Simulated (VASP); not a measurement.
# Al (Fm-3m) in VASP: density of states with PBEsol

Aim: the density of states of Al with PBEsol.

Program: VASP 6.6.1. These are calculated values, not measurements. Logs are shortened: lines on timing, memory, paths and dates and some standing lists are left out, and cuts for length are marked.

**1. The cell of the first run**

It takes space group Fm-3m (No. 225, cubic). Conventional cell: a = 4.015 Å, b = 4.015 Å, c = 4.015 Å, α = 90.00°, β = 90.00°, γ = 90.00°. Within 3.7 Å of Al (site symmetry m-3m) lie 12 Al at 2.84 Å.

**2. Density of states, PBEsol**

Input file POSCAR:

```
Al
1.0
    0.0000000000      2.0073479706      2.0073479706
    2.0073479706      0.0000000000      2.0073479706
    2.0073479706      2.0073479706      0.0000000000
Al
1
Direct
    0.0000000000      0.0000000000      0.0000000000
```

Input file INCAR.step1:

```
SYSTEM = Al
PREC     = Accurate       ! precision mode
ENCUT    = 520            ! plane-wave cutoff, eV
EDIFF    = 1E-6           ! SCF threshold, eV
ISMEAR   = -1             ! smearing method
SIGMA    = 0.1            ! smearing width, eV
LREAL    = .False.        ! projectors in reciprocal space
LASPH    = .True.         ! aspherical terms in the spheres
NELM     = 100            ! most SCF steps
ALGO     = Normal         ! electronic algorithm
ISIF     = 2              ! what is computed and relaxed
LWAVE    = .False.        ! write WAVECAR
LCHARG   = .True.         ! write CHGCAR
GGA      = PS             ! functional
NBANDS   = 8              ! bands
```

Input file KPOINTS.step1:

```
regular mesh
0
Gamma
  16 16 16
  0 0 0
```

Input file INCAR.step2:

```
SYSTEM = Al
PREC     = Accurate       ! precision mode
ENCUT    = 520            ! plane-wave cutoff, eV
EDIFF    = 1E-6           ! SCF threshold, eV
ISMEAR   = -5             ! smearing method
SIGMA    = 0.1            ! smearing width, eV
LREAL    = .False.        ! projectors in reciprocal space
LASPH    = .True.         ! aspherical terms in the spheres
NELM     = 100            ! most SCF steps
ALGO     = Normal         ! electronic algorithm
ISIF     = 2              ! what is computed and relaxed
LWAVE    = .False.        ! write WAVECAR
LCHARG   = .False.        ! write CHGCAR
GGA      = PS             ! functional
LORBIT   = 10             ! projections on sites
NBANDS   = 8              ! bands
NEDOS    = 1001           ! points of the DOS
ICHARG   = 11             ! starting density
```

Input file KPOINTS.step2:

```
regular mesh
0
Gamma
  24 24 24
  0 0 0
```

Potentials or basis: VASP PAW PBE potentials, release 64 (Al).

Launch:

```bash
> cat potpaw_PBE.64/Al/POTCAR > POTCAR
> cp INCAR.step1 INCAR
> cp KPOINTS.step1 KPOINTS
> mpirun -np 1 vasp_std > vasp.out
> cp INCAR.step2 INCAR
> cp KPOINTS.step2 KPOINTS
> mpirun -np 1 vasp_std > vasp.out
```

OUTCAR:

```text
SYSTEM = Al
   PREC = Accurate
   ENCUT = 520
   EDIFF = 1E-6
   ISMEAR = -5
   LREAL = .False.
   LASPH = .True.
   NELM = 100
   ISIF = 2
   GGA = PS
   LORBIT = 10
   ICHARG = 11

 ion  position               nearest neighbor table
   1  0.000  0.000  0.000-

  LATTYP: Found a face centered cubic cell.
 ALAT       =     4.0146959412

  Lattice vectors:

 A1 = (   0.0000000000,   2.0073479706,   2.0073479706)
 A2 = (   2.0073479706,   0.0000000000,   2.0073479706)
 A3 = (   2.0073479706,   2.0073479706,   0.0000000000)

Analysis of symmetry for initial positions (statically):
=====================================================================
 Subroutine PRICEL returns:
 Original cell was already a primitive cell.

 Routine SETGRP: Setting up the symmetry group for a
 face centered cubic supercell.

 Subroutine GETGRP returns: Found 48 space group operations
 (whereof 48 operations were pure point group operations)
 out of a pool of 48 trial point group operations.

The static configuration has the point symmetry O_h .

Analysis of symmetry for dynamics (positions and initial velocities):
=====================================================================
 Subroutine PRICEL returns:
 Original cell was already a primitive cell.

 Routine SETGRP: Setting up the symmetry group for a
 face centered cubic supercell.

 Subroutine GETGRP returns: Found 48 space group operations
 (whereof 48 operations were pure point group operations)
 out of a pool of 48 trial point group operations.

The dynamic configuration has the point symmetry O_h .

 Subroutine INISYM returns: Found 48 space group operations
 (whereof 48 operations are pure point group operations),
 and found     1 'primitive' translations

----------------------------------------------------------------------------------------

                                     Primitive cell

  volume of cell :      16.1770

  direct lattice vectors                    reciprocal lattice vectors
     0.000000000  2.007347971  2.007347971    -0.249084866  0.249084866  0.249084866
     2.007347971  0.000000000  2.007347971     0.249084866 -0.249084866  0.249084866
     2.007347971  2.007347971  0.000000000     0.249084866  0.249084866 -0.249084866

  length of vectors
[... 84 lines left out ...]
   EDIFFG = 0.1E-04   stopping-criterion for IOM
   NSW    =      0    number of steps for IOM
   IBRION =     -1    ionic relax: 0-MD 1-quasi-New 2-CG
   NFREE  =      0    steps in history (QN), initial steepest desc. (CG)
   ISIF   =      2    stress and relaxation
   ISYM   =      2    0-nonsym 1-usesym 2-fastsym
   POTIM  = 0.5000    time-step for ionic-motion
   TEBEG  =    0.0;   TEEND  =   0.0 temperature during run
   PSTRESS=    0.0 pullay stress
   NELECT =       3.0000    total number of electrons
   NUPDOWN=      -1.0000    fix difference up-down
   EMIN   =  10.00;   EMAX   =-10.00  energy-range for DOS
   EFERMI =   0.00;   METHOD = LEGACY
   ISMEAR =    -5;   SIGMA  =   0.10  broadening in eV -4-tet -1-fermi 0-gaus
   EFERMI_NEDOS =   21; number of points for ismear=-14 and -15
   IALGO  =     38    algorithm
   IMIX   =      4    mixing-type and parameters
     AMIX     =   0.40;   BMIX     =  1.00
     AMIX_MAG =   1.60;   BMIX_MAG =  1.00
  volume/ion in A,a.u.               =      16.18       109.17
  Fermi-wavevector in a.u.,A,eV,Ry     =   0.933575  1.764201 11.858327  0.871562
  Thomas-Fermi vector in A             =   2.060291
   LORBIT       =     10    0 simple, 1 ext, 2 COOP (PROOUT), +10 PAW based schemes
   GGA     = PS    functional components
   LHFCALC =     F    Hartree Fock is set to
   AEXX    =    0.0000 exact exchange contribution
   IVDW    =     0    specifies the selected vdW correction
   LEPSILON=     F    determine dielectric tensor
   LRPA    =     F    only Hartree local field effects (RPA)
 non-spin polarized calculation
 Fermi weights with tetrahedron method with Bloechl corrections
  energy-cutoff  :      520.00
  volume of cell :       16.18
 maximum number of plane-waves:       448
 NGX is ok and might be reduce to    24

 number of electron       3.0000000 magnetization

 Free energy of the ion-electron system (eV)
  ---------------------------------------------------
  ext. energy  EPLUGINS =         0.00000000
  ---------------------------------------------------
  free energy    TOTEN  =        -4.09129319 eV

  energy without entropy =       -4.09129319  energy(sigma->0) =       -4.09129319

 E-fermi :   8.1810     XC(G=0): -10.3292

 val. band max:        8.2223344299   @ k =  -0.2500   0.3333   0.0833
 cond. band min:       8.0469044243   @ k =  -0.2917   0.5000   0.2083
 fundamental gap:     -0.1754300055
 Fermi energy:         8.1810159821

 k-point     1 :       0.0000    0.0000    0.0000
  band No.  band energies     occupation
      1      -3.1099      2.00000
      2      20.8615      0.00000
      3      20.8615      0.00000
      4      20.8615      0.00000
      5      22.5038      0.00000
      6      22.5038      0.00000
      7      22.5038      0.00000
      8      24.7854      0.00000
[... 243 lines left out ...]
 k-point    24 :       0.4583    0.0417    0.0000
  band No.  band energies     occupation
      1       2.2665      2.00000
      2       5.2010      2.00000
      3      18.5171      0.00000
      4      19.0293      0.00000
      5      19.7544      0.00000
      6      21.1429      0.00000
      7      23.6536      0.00000
      8      24.5075      0.00000

 [... further k-points ...]

------------------------ aborting loop because EDIFF is reached ----------------------------------------

  FORCE on cell =-STRESS in cart. coord.  units (eV):
  Direction    XX          YY          ZZ          XY          YZ          ZX
  --------------------------------------------------------------------------------------
  -------------------------------------------------------------------------------------
  Total       -0.0173228     -0.0173228     -0.0173228     -0.0000000      0.0000000      0.0000000
  in kB       -1.7156543     -1.7156543     -1.7156543     -0.0000000      0.0000000      0.0000000
  external PRESSURE =      -1.7156543 kB  Pullay stress =       0.0000000 kB

 VOLUME and BASIS-vectors are now :
 -----------------------------------------------------------------------------
  energy-cutoff  :      520.00
  volume of cell :       16.18
      direct lattice vectors                 reciprocal lattice vectors
     0.000000000  2.007347971  2.007347971    -0.249084866  0.249084866  0.249084866
     2.007347971  0.000000000  2.007347971     0.249084866 -0.249084866  0.249084866
     2.007347971  2.007347971  0.000000000     0.249084866  0.249084866 -0.249084866

 POSITION                                       TOTAL-FORCE (eV/Angst)
 -----------------------------------------------------------------------------------
      0.00000      0.00000      0.00000         0.000000      0.000000      0.000000
 -----------------------------------------------------------------------------------
    total drift:                                0.000000      0.000000      0.000000

  FREE ENERGIE OF THE ION-ELECTRON SYSTEM (eV)
  ---------------------------------------------------
  free  energy   TOTEN  =        -4.0912931879 eV

  energy  without entropy=       -4.0912931879  energy(sigma->0) =       -4.09129319

 total charge

# of ion       s       p       d       tot
------------------------------------------
    1        0.426   0.348   0.000   0.774
```

OUTCAR.step1:

```text
SYSTEM = Al
   PREC = Accurate
   ENCUT = 520
   EDIFF = 1E-6
   ISMEAR = -1
   LREAL = .False.
[... 482 lines left out ...]
 -----------------------------------------------------------------------------------
      0.00000      0.00000      0.00000         0.000000      0.000000      0.000000
 -----------------------------------------------------------------------------------
    total drift:                               -0.000000      0.000000     -0.000000

  FREE ENERGIE OF THE ION-ELECTRON SYSTEM (eV)
  ---------------------------------------------------
  free  energy   TOTEN  =        -4.1027900484 eV

  energy  without entropy=       -4.0917373842  energy(sigma->0) =       -4.09726372
```

It took 41 s on 1 thread of Intel Xeon Platinum 8259CL at 2.50GHz (Skylake/Cascade Lake), shared host; peak memory 0.16 GiB.

Results:

* Valence electrons inside the program's atomic spheres: Al 0.77

Caveat: the PAW data sets were made with another functional, which shifts forces and pressure a little; tetrahedron occupations give inexact forces and stress in metals.
